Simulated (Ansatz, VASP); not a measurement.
**KF: VASP beside Ansatz**

```
CELL_PARAMETERS angstrom
-0.02795 2.60849 2.60849
2.60849 -0.02795 2.60849
2.60849 2.60849 -0.02795
ATOMIC_POSITIONS crystal
K 0.00000 0.00000 0.00000
F 0.50000 0.50000 0.50000
```

Alike in both runs: task single point; functional LDA; k mesh 8 × 8 × 8; occupations gaussian, width 0.05 eV; no spin polarisation.

```csv
,VASP,Ansatz
version,VASP 6.6.1,Ansatz 0.2.0
potentials or method,"VASP PAW LDA potentials, release 64 (K_sv, F), cutoff 520 eV","scalar-relativistic, plane waves, PAW"
valence electrons in the cell,16,16
```

|  | VASP | Ansatz | Ansatz less VASP |
| --- | --- | --- | --- |
| gap on the k mesh at the Fermi level (eV) | 6.07 | 6.09 | +0.018 |
| least direct gap on the mesh (eV) | 6.07 | 6.09 | +0.018 |
| pressure (GPa) | -1.7 | -1.9 | -0.16 |
| traceless stress, the component that is largest in VASP (GPa) | 0.15 | 0.15 | +0.002 |

LDA's correlation is that of Perdew and Zunger in VASP and of Perdew and Wang (1992) in Ansatz.
